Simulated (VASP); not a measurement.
# MgZn4Te (P-3m1) in VASP: notebook, part 2 of 2

VASP 6.6.1.

**3. Single point, PBE**

This run uses another cell than the first one, of 20.49 Å³/atom, 1.105 times its volume.

Input file INCAR:

```
PREC = Accurate ; ENCUT = 520
EDIFF = 1E-6 ; ISMEAR = 0
SIGMA = 0.1 ; LREAL = F
LASPH = T ; NELM = 100
ALGO = Normal ; ISIF = 2
LWAVE = F ; LCHARG = T
GGA = PE ; LELF = T
LVHAR = T ; NBANDS = 37
```

Input file KPOINTS:

```
Automatic mesh
0
Gamma
  6 6 2
```

Input file POSCAR:

```
MgZn4Te
1.0
    3.4018158819      0.0000000000      0.0000000000
   -1.7009079410      2.9460589728      0.0000000000
    0.0000000000      0.0000000000     12.2674799128
Mg Zn Te
1 4 1
Direct
    0.0000000000      0.0000000000      0.0000000000
    0.6666666667      0.3333333333      0.8266251099
    0.6666666667      0.3333333333      0.3173237367
    0.3333333333      0.6666666667      0.6826762633
    0.3333333333      0.6666666667      0.1733748901
    0.0000000000      0.0000000000      0.5000000000
```

Potentials or basis: VASP PAW PBE potentials, release 64 (Mg, Zn, Te).

Run with:

```
> cat potpaw_PBE.64/Mg/POTCAR potpaw_PBE.64/Zn/POTCAR potpaw_PBE.64/Te/POTCAR > POTCAR
> mpirun -np 1 vasp_std > vasp.out
```

OUTCAR:

```text
PREC = Accurate
   ENCUT = 520
   EDIFF = 1E-6
   ISMEAR = 0
   LREAL = F
   LASPH = T
   NELM = 100
   ISIF = 2
   GGA = PE

 ion  position               nearest neighbor table
   1  0.000  0.000  0.000-   2 2.90   5 2.90   2 2.90   5 2.90   2 2.90   5 2.90
   2  0.667  0.333  0.827-   4 2.64   4 2.64   4 2.64   1 2.90   1 2.90   1 2.90
   3  0.667  0.333  0.317-   5 2.64   5 2.64   5 2.64   6 2.98   6 2.98   6 2.98
   4  0.333  0.667  0.683-   2 2.64   2 2.64   2 2.64   6 2.98   6 2.98   6 2.98
   5  0.333  0.667  0.173-   3 2.64   3 2.64   3 2.64   1 2.90   1 2.90   1 2.90
   6  0.000  0.000  0.500-   3 2.98   4 2.98   3 2.98   4 2.98   3 2.98   4 2.98

  LATTYP: Found a hexagonal cell.
 ALAT       =     3.4018158819
 C/A-ratio  =     3.6061563408

  Lattice vectors:

 A1 = (   3.4018158819,   0.0000000000,   0.0000000000)
 A2 = (  -1.7009079410,   2.9460589728,   0.0000000000)
 A3 = (   0.0000000000,   0.0000000000,  12.2674799128)

Analysis of symmetry for initial positions (statically):
=====================================================================
 Subroutine PRICEL returns:
 Original cell was already a primitive cell.

 Routine SETGRP: Setting up the symmetry group for a
 hexagonal supercell.

 Subroutine GETGRP returns: Found 12 space group operations
 (whereof 12 operations were pure point group operations)
 out of a pool of 24 trial point group operations.

The static configuration has the point symmetry D_3d.

Analysis of symmetry for dynamics (positions and initial velocities):
=====================================================================
 Subroutine PRICEL returns:
 Original cell was already a primitive cell.

 Routine SETGRP: Setting up the symmetry group for a
 hexagonal supercell.

 Subroutine GETGRP returns: Found 12 space group operations
 (whereof 12 operations were pure point group operations)
 out of a pool of 24 trial point group operations.

The dynamic configuration has the point symmetry D_3d.

[... 117 lines left out ...]
  Fermi-wavevector in a.u.,A,eV,Ry     =   1.259607  2.380312 21.587128  1.586609
  Thomas-Fermi vector in A             =   2.393158
   LORBIT       =      0    0 simple, 1 ext, 2 COOP (PROOUT), +10 PAW based schemes
   GGA     = PE    functional components
   LHFCALC =     F    Hartree Fock is set to
   AEXX    =    0.0000 exact exchange contribution
   IVDW    =     0    specifies the selected vdW correction
   LEPSILON=     F    determine dielectric tensor
   LRPA    =     F    only Hartree local field effects (RPA)
 non-spin polarized calculation
 Gauss-broadening in eV      SIGMA  =   0.10
  energy-cutoff  :      520.00
  volume of cell :      122.94
 maximum number of plane-waves:      3332
 NGX is ok and might be reduce to    28
   NGX = 13   NGY = 13   NGZ = 45

 number of electron      55.9999983 magnetization

 Free energy of the ion-electron system (eV)
  ---------------------------------------------------
  ext. energy  EPLUGINS =         0.00000000
  ---------------------------------------------------
  free energy    TOTEN  =        -8.42314398 eV

  energy without entropy =       -8.41150263  energy(sigma->0) =       -8.41732331

 E-fermi :   3.2600     XC(G=0): -10.1132

 val. band max:        3.2241786799   @ k =   0.5000  -0.0000   0.5000
 cond. band min:       3.2615742824   @ k =   0.5000  -0.0000   0.0000
 fundamental gap:      0.0373956025
 Fermi energy:         3.2599610302

 k-point     1 :       0.0000    0.0000    0.0000
  band No.  band energies     occupation
      1      -9.9539      2.00000
      2      -4.6526      2.00000
      3      -4.3049      2.00000
      4      -4.0168      2.00000
      5      -4.0153      2.00000
      6      -3.9708      2.00000
[... 549 lines left out ...]
     36       7.1149      0.00000
     37       7.4319      0.00000

------------------------ aborting loop because EDIFF is reached ----------------------------------------

  FORCE on cell =-STRESS in cart. coord.  units (eV):
  Direction    XX          YY          ZZ          XY          YZ          ZX
  --------------------------------------------------------------------------------------
  -------------------------------------------------------------------------------------
  Total       -0.0805113     -0.0805113      0.1520715      0.0000000      0.0000000     -0.0000000
  in kB       -1.0492043     -1.0492043      1.9817589      0.0000000      0.0000000     -0.0000000
  external PRESSURE =      -0.0388832 kB  Pullay stress =       0.0000000 kB

 VOLUME and BASIS-vectors are now :
 -----------------------------------------------------------------------------
  energy-cutoff  :      520.00
  volume of cell :      122.94
      direct lattice vectors                 reciprocal lattice vectors
     3.401815882  0.000000000  0.000000000     0.293960648  0.169718259  0.000000000
    -1.700907941  2.946058973  0.000000000     0.000000000  0.339436518  0.000000000
     0.000000000  0.000000000 12.267479913     0.000000000  0.000000000  0.081516335

 POSITION                                       TOTAL-FORCE (eV/Angst)
 -----------------------------------------------------------------------------------
      0.00000      0.00000      0.00000        -0.000000     -0.000000      0.000000
      1.70091      0.98202     10.14061        -0.000000      0.000000      0.017044
      1.70091      0.98202      3.89276        -0.000000     -0.000000     -0.018524
     -0.00000      1.96404      8.37472         0.000000      0.000000      0.018524
     -0.00000      1.96404      2.12687         0.000000     -0.000000     -0.017044
      0.00000      0.00000      6.13374        -0.000000     -0.000000      0.000000
 -----------------------------------------------------------------------------------
    total drift:                                0.000000     -0.000000      0.000000

  FREE ENERGIE OF THE ION-ELECTRON SYSTEM (eV)
  ---------------------------------------------------
  free  energy   TOTEN  =        -8.4231439841 eV

  energy  without entropy=       -8.4115026325  energy(sigma->0) =       -8.41732331
```

OSZICAR:

```text
N       E                     dE             d eps       ncg     rms          rms(c)
DAV:   1     0.349519840257E+03    0.34952E+03   -0.26233E+04  1036   0.190E+03
DAV:   2     0.190546146770E+02   -0.33047E+03   -0.32129E+03  1036   0.386E+02
DAV:   3    -0.812510578856E+01   -0.27180E+02   -0.26690E+02  1200   0.113E+02
DAV:   4    -0.878956560602E+01   -0.66446E+00   -0.65903E+00  1165   0.164E+01
DAV:   5    -0.879958435031E+01   -0.10019E-01   -0.10017E-01  1254   0.177E+00    0.859E+00
DAV:   6    -0.844150930261E+01    0.35808E+00   -0.18473E+00  1258   0.203E+01    0.590E+00
DAV:   7    -0.842797316493E+01    0.13536E-01   -0.27358E-01  1188   0.832E+00    0.213E+00
DAV:   8    -0.842342863320E+01    0.45445E-02   -0.46361E-02  1322   0.856E+00    0.335E-01
DAV:   9    -0.842303432680E+01    0.39431E-03   -0.10292E-02  1414   0.249E+00    0.140E-01
DAV:  10    -0.842304972250E+01   -0.15396E-04   -0.31741E-03  1443   0.863E-01    0.903E-02
DAV:  11    -0.842321010955E+01   -0.16039E-03   -0.23931E-03  1256   0.161E+00    0.722E-02
DAV:  12    -0.842316135535E+01    0.48754E-04   -0.20829E-04  1269   0.521E-01    0.414E-02
DAV:  13    -0.842313626563E+01    0.25090E-04   -0.10038E-04  1314   0.438E-01    0.100E-02
DAV:  14    -0.842314479867E+01   -0.85330E-05   -0.99767E-05  1392   0.110E-01    0.107E-02
DAV:  15    -0.842314418758E+01    0.61109E-06   -0.19743E-05  1159   0.107E-01    0.460E-03
DAV:  16    -0.842314398410E+01    0.20348E-06   -0.12198E-06   577   0.155E-02
   1 F= -.84231440E+01 E0= -.84173233E+01  d E =-.116414E-01
```

stdout:

```text
POSCAR found type information on POSCAR MgZnTe
 POSCAR found :  3 types and       6 ions
 scaLAPACK will be used
 LDA part: xc-table for (Slater+PW92), standard interpolation
 POSCAR, INCAR and KPOINTS ok, starting setup
 FFT: planning ... GRIDC
 FFT: planning ... GRID_SOFT
 FFT: planning ... GRID
 WAVECAR not read
 entering main loop
```

Wall time 1.9 min (1 thread of AMD EPYC 7R43 (Zen 3), shared host); peak memory 0.24 GiB.

Results:

```yaml
Free_energy: -8.4231 eV
Pressure: 0.0 GPa
Largest_force: 0.019 eV/Å
Band_gap_on_the_k_mesh: zero (band 28 reaches 5.51 eV, above the bottom of band 29 at 2.57 eV)
```

Forces in eV/Å, atoms in the order of the input:
```
Mg   0.000  0.000  0.000
Zn   0.000  0.000  0.017
Zn   0.000  0.000 -0.019
Zn   0.000  0.000  0.019
Zn   0.000  0.000 -0.017
Te   0.000  0.000  0.000
```

Caveat: spin-orbit coupling is left out, which moves the levels of the heavy elements.
